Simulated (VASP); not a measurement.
## Ag: relaxation of cell and atoms with PBEsol

Ag:

```
CELL_PARAMETERS angstrom
2.82215 0.04712 -0.01250
-1.37027 2.46992 0.02741
-0.02044 0.03997 4.65658
ATOMIC_POSITIONS crystal
Ag 0.31252 0.57305 0.25082
Ag 0.68748 0.42695 0.74918
```

- Program: VASP 6.6.1
- Task: relaxation of cell and atoms
- Functional: PBEsol
- Potentials or basis: VASP PAW PBE potentials, release 64 (Ag)
- Cutoff: 600 eV
- k mesh: 12 × 12 × 8
- Occupations: gaussian, width 0.15 eV
- Spin: no spin polarisation
- Dipole correction: no
- Further INCAR settings: ALGO = Fast; EDIFF = 1e-06; IBRION = 2; EDIFFG = -0.01; NSW = 100; ISIF = 3

```json
{
  "Relaxed volume": "16.69 Å³/atom",
  "Relaxed cell": "a = 2.868 Å, b = 2.875 Å, c = 4.674 Å, α = 89.88°, β = 90.09°, γ = 120.03°",
  "Space group after relaxing (to 0.1 Å)": "P6_3/mmc (No. 194)",
  "Energy gained by relaxing": "60.6 meV/atom",
  "Ionic steps": "34",
  "Pressure after relaxing": "0.0 GPa",
  "Largest force after relaxing": "0.007 eV/Å",
  "Band gap on the k mesh": "zero (bands 11 and 12 overlap by 7.48 eV)"
}
```

Forces on the atoms (eV/Å):
```
Ag   0.001 -0.007 -0.001
Ag  -0.001  0.007  0.001
```

Stress tensor (GPa, compression positive):
```
 0.03  0.08  0.05
 0.08  0.01 -0.06
 0.05 -0.06  0.00
```

Step by step:
| step | energy change (eV) | largest force (eV/Å) | pressure (GPa) | volume (Å³) |
| --- | --- | --- | --- | --- |
| 1 | 0.0000 | 0.4741 | 4.30 | 32.76 |
| 2 | -0.0473 | 0.2082 | -3.77 | 34.86 |
| 3 | -0.0509 | 0.2518 | -2.26 | 34.37 |
| 4 | -0.0709 | 0.1952 | -0.34 | 33.67 |
| 5 | -0.0735 | 0.1719 | 0.73 | 33.35 |
| 6 | -0.0816 | 0.1373 | 0.06 | 33.47 |
| 7 | -0.0877 | 0.0928 | -0.68 | 33.65 |
| 8 | -0.0880 | 0.0857 | -0.81 | 33.69 |
| 9 | -0.0912 | 0.1020 | 0.89 | 33.19 |
| 10 | -0.0913 | 0.1009 | 0.63 | 33.26 |
| 11 | -0.0949 | 0.1061 | 0.08 | 33.42 |
| 12 | -0.0964 | 0.1144 | -0.61 | 33.61 |
| 13 | -0.0991 | 0.1114 | -0.36 | 33.54 |
| 14 | -0.1053 | 0.0993 | 0.37 | 33.34 |
| 15 | -0.1055 | 0.0509 | 1.86 | 32.90 |
| 16 | -0.1077 | 0.0799 | 0.94 | 33.12 |
| 17 | -0.1113 | 0.0597 | 0.46 | 33.28 |
| 18 | -0.1141 | 0.0318 | -0.40 | 33.51 |
| 19 | -0.1142 | 0.0231 | -0.74 | 33.59 |
| 20 | -0.1172 | 0.0195 | -0.21 | 33.43 |
| 21 | -0.1184 | 0.0290 | 0.34 | 33.28 |
| 22 | -0.1184 | 0.0314 | 0.38 | 33.25 |
| 23 | -0.1194 | 0.0357 | -0.01 | 33.39 |
| 24 | -0.1195 | 0.0388 | -0.30 | 33.47 |
| 25 | -0.1198 | 0.0397 | -0.02 | 33.37 |
| 26 | -0.1199 | 0.0404 | 0.18 | 33.33 |
| 27 | -0.1201 | 0.0363 | 0.15 | 33.36 |
| 28 | -0.1204 | 0.0320 | -0.13 | 33.40 |
| 29 | -0.1204 | 0.0220 | -0.41 | 33.49 |
| 30 | -0.1205 | 0.0326 | -0.22 | 33.44 |
| 31 | -0.1208 | 0.0212 | -0.11 | 33.40 |
| 32 | -0.1210 | 0.0112 | 0.12 | 33.33 |
| 33 | -0.1210 | 0.0126 | 0.21 | 33.32 |
| 34 | -0.1211 | 0.0072 | 0.01 | 33.37 |

Final structure:
```
Ag
1.0
     2.86803   -0.00100   -0.00244
    -1.43782    2.48966    0.00416
    -0.00302    0.00169    4.67446
Ag
2
Direct
  0.33426 0.66872 0.25002
  0.66573 0.33128 0.74998
```

Levels at points of the mesh, in eV from the Fermi level:
```tsv
k point	band 8	band 9	band 10	band 11	band 12	band 13	band 14	band 15
(0.00, 0.00, 0.00)	-4.08	-4.05	-3.00	-2.98	-0.41	3.82	15.73	17.77
(0.50, 0.00, 0.00)	-2.85	-2.78	-2.71	0.15	1.68	7.05	7.30	9.70
(0.00, 0.50, 0.00)	-2.86	-2.78	-2.71	0.16	1.62	7.06	7.33	9.61
(0.50, 0.50, 0.00)	-2.86	-2.78	-2.71	0.13	1.66	7.03	7.28	9.68
(0.00, 0.00, 0.50)	-4.54	-3.33	-3.32	-3.31	-3.31	11.43	11.43	16.11
(0.50, 0.00, 0.50)	-3.06	-2.76	-2.76	0.78	0.79	4.78	4.79	13.76
(0.00, 0.50, 0.50)	-3.04	-2.77	-2.77	0.72	0.74	4.76	4.78	13.85
(0.50, 0.50, 0.50)	-3.06	-2.77	-2.76	0.76	0.78	4.74	4.78	13.82
```

Run time: 28 min on 1 thread of Intel(R) Xeon(R) 6975P-C (Granite Rapids), on a shared host, peak memory 0.47 GiB.

Caveat: the PAW data sets were made with another functional, which shifts forces and pressure a little. Zero-point motion and thermal expansion aren't in these numbers.
